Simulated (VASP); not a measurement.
Ba3CrP4, 8 atoms in the cell. The structure is cubic, space group P-43m (No. 215). The conventional cell has a = 6.060 Å, b = 6.060 Å, c = 6.060 Å, α = 90.00°, β = 90.00°, γ = 90.00°. Within 3.4 Å of Ba (site symmetry -42m) lie 4 P at 2.58 Å and 2 Cr at 3.03 Å. Cr (site symmetry -43m) has 4 P at 2.47 Å and 6 Ba at 3.03 Å within 3.3 Å. P (site symmetry 3m) has 1 Cr at 2.47 Å and 3 Ba at 2.58 Å within 3.3 Å. 

| Quantity | Value |
| --- | --- |
| Program | VASP 6.6.1 |
| Task | single point |
| Functional | PBE |
| Potentials or basis | VASP PAW PBE potentials, release 64 (Ba_sv, Cr_pv, P) |
| Cutoff | 520 eV |
| k mesh | 4 × 4 × 4 |
| Occupations | gaussian, width 0.1 eV |
| Spin | collinear spin, ferromagnetic start |
| Starting moments | [0.0, 0.0, 0.0, 3.0, 0.0, 0.0, 0.0, 0.0] μB |
| Dipole correction | no |
| Further INCAR settings | ALGO = Normal; EDIFF = 1e-06; NBANDS = 45 |

Potentials or basis: VASP PAW PBE potentials, release 64 (Ba_sv, Cr_pv, P).

Command:

```console
$ cat potpaw_PBE.64/Ba_sv/POTCAR potpaw_PBE.64/Cr_pv/POTCAR potpaw_PBE.64/P/POTCAR > POTCAR
$ mpirun -np 1 vasp_std > vasp.out
```

Hardware: 1 thread of Intel(R) Xeon(R) Platinum 8259CL CPU @ 2.50GHz (Skylake/Cascade Lake), with other jobs on the host.

Task: Estimate the wall time of this run.

Result: Wall time 6.6 min on 1 thread of Intel(R) Xeon(R) Platinum 8259CL CPU @ 2.50GHz (Skylake/Cascade Lake), on a shared host, peak memory 0.48 GiB. Counts: scf iterations 25, k points 10.
